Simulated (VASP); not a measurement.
# Sn4Ge (R-3m) in VASP: single point with PBE

Aim: the single point of Sn4Ge with PBE.

Everything below comes from runs of VASP 6.6.1. Logs are shortened: lines on timing, memory, paths and dates and some standing lists are left out, and cuts for length are marked.

**1. The cell of the first run**

Symmetry: R-3m, No. 166, trigonal system. Conventional cell: a = 3.495 Å, b = 3.495 Å, c = 37.611 Å, α = 90.00°, β = 90.00°, γ = 120.00°. Within 4.2 Å of Sn (site symmetry 3m) lie 12 Sn at 3.23 to 3.49 Å. Within 4.0 Å of Sn (site symmetry 3m) lie 3 Ge at 3.05 Å and 9 Sn at 3.39 to 3.49 Å. Within 4.0 Å of Ge (site symmetry -3m) lie 6 Sn at 3.05 Å and 6 Ge at 3.49 Å.

**2. Single point, PBE**

INCAR

```
PREC     = Accurate       # precision mode
ENCUT    = 520            # plane-wave cutoff, eV
EDIFF    = 1E-6           # SCF threshold, eV
ISMEAR   = 0              # smearing method
SIGMA    = 0.1            # smearing width, eV
LREAL    = False          # projectors in reciprocal space
LASPH    = True           # aspherical terms in the spheres
NELM     = 60             # most SCF steps
ALGO     = Fast           # electronic algorithm
ISIF     = 2              # what is computed and relaxed
LWAVE    = False          # write WAVECAR
LCHARG   = False          # write CHGCAR
GGA      = PE             # functional
NBANDS   = 43             # bands
```

KPOINTS

```
regular mesh
0
Gamma
  6 6 6
```

POSCAR

```
Sn4Ge
1.0
    1.7474834236      1.0089100235     12.5371183885
   -1.7474834236      1.0089100235     12.5371183885
    0.0000000000     -2.0178200515     12.5371183881
Sn Ge
4 1
Direct
    0.2998830677      0.2998830677      0.2998830677
    0.8941165185      0.8941165185      0.8941165185
    0.1058834815      0.1058834815      0.1058834815
    0.7001169323      0.7001169323      0.7001169323
    0.5000000000      0.5000000000      0.5000000000
```

Potentials or basis: VASP PAW PBE potentials, release 64 (Sn_d, Ge_d).

Command:

```console
$ cat potpaw_PBE.64/Sn_d/POTCAR potpaw_PBE.64/Ge_d/POTCAR > POTCAR
$ mpirun -np 1 vasp_std > vasp.out
```

OUTCAR:

```text
PREC = Accurate
   ENCUT = 520
   EDIFF = 1E-6
   ISMEAR = 0
   LREAL = False
   LASPH = True
   NELM = 60
   ISIF = 2
   GGA = PE

 ion  position               nearest neighbor table
   1  0.300  0.300  0.300-   4 3.23   4 3.23   4 3.23   2 3.39   2 3.39   2 3.39
   2  0.894  0.894  0.894-   5 3.05   5 3.05   5 3.05   1 3.39   1 3.39   1 3.39
   3  0.106  0.106  0.106-   5 3.05   5 3.05   5 3.05   4 3.39   4 3.39   4 3.39
   4  0.700  0.700  0.700-   1 3.23   1 3.23   1 3.23   3 3.39   3 3.39   3 3.39
   5  0.500  0.500  0.500-   3 3.05   3 3.05   2 3.05   2 3.05   3 3.05   2 3.05

  LATTYP: Found a trigonal (rhomboedric) cell.
 ALAT       =    12.6984619241
 COS(alpha) =     0.9621248917

  Lattice vectors:

 A1 = (   1.7474834236,   1.0089100235,  12.5371183885)
 A2 = (  -1.7474834236,   1.0089100235,  12.5371183885)
 A3 = (   0.0000000000,  -2.0178200515,  12.5371183881)

Analysis of symmetry for initial positions (statically):
=====================================================================
 Subroutine PRICEL returns:
 Original cell was already a primitive cell.

 Routine SETGRP: Setting up the symmetry group for a
 trigonal (rhombohedral) supercell.

 Subroutine GETGRP returns: Found 12 space group operations
 (whereof 12 operations were pure point group operations)
 out of a pool of 12 trial point group operations.

The static configuration has the point symmetry D_3d.

Analysis of symmetry for dynamics (positions and initial velocities):
=====================================================================
 Subroutine PRICEL returns:
 Original cell was already a primitive cell.

 Routine SETGRP: Setting up the symmetry group for a
 trigonal (rhombohedral) supercell.

 Subroutine GETGRP returns: Found 12 space group operations
 (whereof 12 operations were pure point group operations)
 out of a pool of 12 trial point group operations.

The dynamic configuration has the point symmetry D_3d.

 Subroutine INISYM returns: Found 12 space group operations
 (whereof 12 operations are pure point group operations),
 and found     1 'primitive' translations

----------------------------------------------------------------------------------------

                                     Primitive cell

  volume of cell :     132.6217

  direct lattice vectors                    reciprocal lattice vectors
     1.747483424  1.008910023 12.537118388     0.286125747  0.165194777  0.026587715
    -1.747483424  1.008910023 12.537118388    -0.286125747  0.165194777  0.026587715
     0.000000000 -2.017820052 12.537118388     0.000000000 -0.330389554  0.026587715

  length of vectors
    12.698461924 12.698461924 12.698461924     0.331457635  0.331457635  0.331457635

  position of ions in fractional coordinates (direct lattice)
     0.299883068  0.299883068  0.299883068
     0.894116518  0.894116518  0.894116518
     0.105883482  0.105883482  0.105883482
     0.700116932  0.700116932  0.700116932
     0.500000000  0.500000000  0.500000000

  ion indices of the primitive-cell ions
   primitive index   ion index
                 1           1
                 2           2
                 3           3
                 4           4
                 5           5

----------------------------------------------------------------------------------------

 KPOINTS: regular mesh

Automatic generation of k-mesh.
 Grid dimensions read from file:
 generate k-points for:    6    6    6

 Generating k-lattice:

  Cartesian coordinates                     Fractional coordinates (reciprocal lattice)
     0.047687625  0.027532463  0.004431286     0.166666667  0.000000000  0.000000000
    -0.047687625  0.027532463  0.004431286     0.000000000  0.166666667  0.000000000
     0.000000000 -0.055064926  0.004431286     0.000000000  0.000000000  0.166666667

  Length of vectors
     0.055242939  0.055242939  0.055242939

  Shift w.r.t. Gamma in fractional coordinates (k-lattice)
     0.000000000  0.000000000  0.000000000

 Subroutine IBZKPT returns following result:
 ===========================================

 Found     32 irreducible k-points:

 Following reciprocal coordinates:
            Coordinates               Weight
  0.000000  0.000000  0.000000      1.000000
  0.166667  0.000000  0.000000      6.000000
  0.333333  0.000000  0.000000      6.000000
  0.500000 -0.000000 -0.000000      3.000000
  0.166667  0.166667  0.000000      6.000000
  0.333333  0.166667  0.000000     12.000000
[... 16 lines left out ...]
  0.500000  0.500000  0.166667      6.000000
 -0.333333  0.500000  0.166667     12.000000
 [... further k-points ...]
   k-points           NKPTS =     32   k-points in BZ     NKDIM =     32   number of bands    NBANDS=     43
   number of dos      NEDOS =    301   number of ions     NIONS =      5
   total plane-waves  NPLWV = 884736
   dimension x,y,z NGX =    96 NGY =   96 NGZ =   96
   dimension x,y,z NGXF=   192 NGYF=  192 NGZF=  192
   ions per type =               4   1
   NGX,Y,Z   is equivalent  to a cutoff of  12.57, 12.57, 12.57 a.u.
   NGXF,Y,Z  is equivalent  to a cutoff of  25.14, 25.14, 25.14 a.u.
 SYSTEM =  unknown system
   PREC   = accura    normal or accurate (medium, high low for compatibility)
   ISTART =      0    job   : 0-new  1-cont  2-samecut
   ICHARG =      2    charge: 1-file 2-atom 10-const
   ISPIN  =      1    spin polarized calculation?
   LNONCOLLINEAR =      F non collinear calculations
   LSORBIT =      F    spin-orbit coupling
   LASPH  =      T    aspherical Exc in radial PAW
   ENCUT  =  520.0 eV  38.22 Ry    6.18 a.u.  23.61 23.61 23.61*2*pi/ulx,y,z
   NELM   =     60;   NELMIN=  2; NELMDL= -5     # of ELM steps
   EDIFF  = 0.1E-05   stopping-criterion for ELM
   LREAL  =      F    real-space projection
   EDIFFG = 0.1E-04   stopping-criterion for IOM
   NSW    =      0    number of steps for IOM
   IBRION =     -1    ionic relax: 0-MD 1-quasi-New 2-CG
   NFREE  =      0    steps in history (QN), initial steepest desc. (CG)
   ISIF   =      2    stress and relaxation
   ISYM   =      2    0-nonsym 1-usesym 2-fastsym
   POTIM  = 0.5000    time-step for ionic-motion
   TEBEG  =    0.0;   TEEND  =   0.0 temperature during run
   PSTRESS=    0.0 pullay stress
   NELECT =      70.0000    total number of electrons
   NUPDOWN=      -1.0000    fix difference up-down
   EMIN   =  10.00;   EMAX   =-10.00  energy-range for DOS
   EFERMI =   0.00;   METHOD = LEGACY
   ISMEAR =     0;   SIGMA  =   0.10  broadening in eV -4-tet -1-fermi 0-gaus
   EFERMI_NEDOS =   21; number of points for ismear=-14 and -15
   IALGO  =     68    algorithm
   IMIX   =      4    mixing-type and parameters
     AMIX     =   0.40;   BMIX     =  1.00
     AMIX_MAG =   1.60;   BMIX_MAG =  1.00
  volume/ion in A,a.u.               =      26.52       179.00
  Fermi-wavevector in a.u.,A,eV,Ry     =   1.323029  2.500162 23.815714  1.750406
  Thomas-Fermi vector in A             =   2.452667
   LORBIT       =      0    0 simple, 1 ext, 2 COOP (PROOUT), +10 PAW based schemes
   GGA     = PE    functional components
   LHFCALC =     F    Hartree Fock is set to
   AEXX    =    0.0000 exact exchange contribution
   IVDW    =     0    specifies the selected vdW correction
   LEPSILON=     F    determine dielectric tensor
   LRPA    =     F    only Hartree local field effects (RPA)
 non-spin polarized calculation
 RMM-DIIS sequential band-by-band and
 Gauss-broadening in eV      SIGMA  =   0.10
  energy-cutoff  :      520.00
  volume of cell :      132.62
 maximum number of plane-waves:      3629
 NGX is ok and might be reduce to    96
   NGX = 47   NGY = 47   NGZ = 47

 number of electron      70.0000002 magnetization

 Free energy of the ion-electron system (eV)
  ---------------------------------------------------
  ext. energy  EPLUGINS =         0.00000000
  ---------------------------------------------------
  free energy    TOTEN  =       -19.17443257 eV

  energy without entropy =      -19.16327338  energy(sigma->0) =      -19.16885297

 E-fermi :   7.4611     XC(G=0): -10.3108

 val. band max:        7.4573317498   @ k =   0.3333   0.3333   0.3333
 cond. band min:       7.4675842555   @ k =   0.3333   0.0000   0.0000
 fundamental gap:      0.0102525057
 Fermi energy:         7.4610811635

 k-point     1 :       0.0000    0.0000    0.0000
  band No.  band energies     occupation
      1     -17.3151      2.00000
      2     -17.3151      2.00000
      3     -17.3062      2.00000
      4     -17.3010      2.00000
      5     -17.3010      2.00000
      6     -14.0774      2.00000
[... 35 lines left out ...]
     42      13.1975      0.00000
     43      14.4064      0.00000

 k-point     2 :       0.1667    0.0000    0.0000
  band No.  band energies     occupation
      1     -17.3161      2.00000
      2     -17.3106      2.00000
      3     -17.3038      2.00000
      4     -17.3027      2.00000
      5     -17.3011      2.00000
      6     -14.0872      2.00000
[... 35 lines left out ...]
     42      12.8184      0.00000
     43      13.1035      0.00000

 k-point     3 :       0.3333    0.0000    0.0000
  band No.  band energies     occupation
      1     -17.3191      2.00000
      2     -17.3083      2.00000
      3     -17.3057      2.00000
      4     -17.2971      2.00000
      5     -17.2963      2.00000
      6     -14.1143      2.00000
[... 35 lines left out ...]
     42      11.6581      0.00000
     43      12.1739      0.00000

 k-point     4 :       0.5000   -0.0000   -0.0000
  band No.  band energies     occupation
      1     -17.3208      2.00000
      2     -17.3106      2.00000
      3     -17.3056      2.00000
      4     -17.2928      2.00000
      5     -17.2928      2.00000
      6     -14.1285      2.00000
[... 863 lines left out ...]
     42      10.0355      0.00000
     43      10.5188      0.00000

 k-point    23 :       0.5000    0.5000    0.1667
  band No.  band energies     occupation
      1     -17.3191      2.00000
      2     -17.3083      2.00000
      3     -17.3057      2.00000
      4     -17.2971      2.00000
      5     -17.2963      2.00000
      6     -14.1141      2.00000
[... 35 lines left out ...]
     42      11.0129      0.00000
     43      12.6984      0.00000

 k-point    24 :      -0.3333    0.5000    0.1667
  band No.  band energies     occupation
      1     -17.3163      2.00000
      2     -17.3084      2.00000
      3     -17.3072      2.00000
      4     -17.2978      2.00000
      5     -17.2928      2.00000
      6     -14.1056      2.00000
[... 35 lines left out ...]
     42      10.7185      0.00000
     43      11.2760      0.00000

 [... further k-points ...]

------------------------ aborting loop because EDIFF is reached ----------------------------------------

  FORCE on cell =-STRESS in cart. coord.  units (eV):
  Direction    XX          YY          ZZ          XY          YZ          ZX
  --------------------------------------------------------------------------------------
  -------------------------------------------------------------------------------------
  Total        0.1187212      0.1187212      0.0742856      0.0000000      0.0000000      0.0000000
  in kB        1.4342487      1.4342487      0.8974301      0.0000000      0.0000000      0.0000000
  external PRESSURE =       1.2553092 kB  Pullay stress =       0.0000000 kB

 VOLUME and BASIS-vectors are now :
 -----------------------------------------------------------------------------
  energy-cutoff  :      520.00
  volume of cell :      132.62
      direct lattice vectors                 reciprocal lattice vectors
     1.747483424  1.008910023 12.537118388     0.286125747  0.165194777  0.026587715
    -1.747483424  1.008910023 12.537118388    -0.286125747  0.165194777  0.026587715
     0.000000000 -2.017820052 12.537118388     0.000000000 -0.330389554  0.026587715

 POSITION                                       TOTAL-FORCE (eV/Angst)
 -----------------------------------------------------------------------------------
      0.00000     -0.00000     11.27901         0.000000      0.000000     -0.020475
      0.00000     -0.00000     33.62893         0.000000      0.000000     -0.004700
      0.00000     -0.00000      3.98242         0.000000     -0.000000      0.004700
      0.00000     -0.00000     26.33235         0.000000     -0.000000      0.020475
      0.00000     -0.00000     18.80568         0.000000     -0.000000      0.000000
 -----------------------------------------------------------------------------------
    total drift:                                0.000000     -0.000000     -0.000000

  FREE ENERGIE OF THE ION-ELECTRON SYSTEM (eV)
  ---------------------------------------------------
  free  energy   TOTEN  =       -19.1744325691 eV

  energy  without entropy=      -19.1632733771  energy(sigma->0) =      -19.16885297
```

Wall time 40 min (1 thread of AMD EPYC 9R45 (Zen 5), shared host); peak memory 1.6 GiB.

What came out:

```yaml
Free_energy: -19.1744 eV
Pressure: 0.1 GPa
Largest_force: 0.020 eV/Å
Band_gap_on_the_k_mesh: zero (bands 35 and 36 overlap by 6.13 eV)
```

Forces on the atoms (eV/Å):
```
Sn   0.000  0.000 -0.020
Sn   0.000  0.000 -0.005
Sn   0.000  0.000  0.005
Sn   0.000  0.000  0.020
Ge   0.000  0.000  0.000
```

Levels at points of the mesh, in eV from the Fermi level:
| k point | band 33 | band 34 | band 35 | band 36 | band 37 | band 38 |
| --- | --- | --- | --- | --- | --- | --- |
| (0.00, 0.00, 0.00) | 3.46 | 3.46 | 4.30 | 4.63 | 4.86 | 4.86 |
| (0.50, 0.00, 0.00) | -2.68 | -2.29 | -2.19 | 0.84 | 1.51 | 1.65 |
| (0.50, 0.50, 0.00) | -3.50 | -1.26 | -0.86 | 0.24 | 0.45 | 0.79 |
| (0.50, 0.50, 0.50) | 1.30 | 3.45 | 3.45 | 4.97 | 4.97 | 5.22 |

Caveat: spin-orbit coupling is left out, which moves the levels of the heavy elements.
